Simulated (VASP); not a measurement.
Crystal: Al2Cu.

```
CELL_PARAMETERS angstrom
3.96165 0.00000 0.00000
0.00000 3.96165 0.00000
0.00000 0.00000 2.76100
ATOMIC_POSITIONS crystal
Al 0.50000 0.00000 0.50000
Al 0.00000 0.50000 0.50000
Cu 0.00000 0.00000 0.00000
```

Base run:

| Quantity | Value |
| --- | --- |
| Program | VASP 6.6.1 |
| Functional | revPBE |
| Potentials or basis | VASP PAW PBE potentials, release 64 (Al, Cu) |
| Cutoff | 600 eV |
| k mesh | 12 × 12 × 16 |
| Occupations | gaussian, width 0.15 eV |
| Spin | no spin polarisation |

Its results: pressure 16.9 GPa.

Task: The run is repeated on the same cell with these changes: functional from revPBE to PBEsol; cutoff from 600 eV to 520 eV; further incar settings from ALGO = Normal; EDIFF = 1e-06; NBANDS = 16 to ALGO = Fast; EDIFF = 1e-06; NBANDS = 16. What comes out?

Result: Pressure 11.6 GPa.

Caveats: the PAW data sets were made with another functional, which shifts forces and pressure a little.
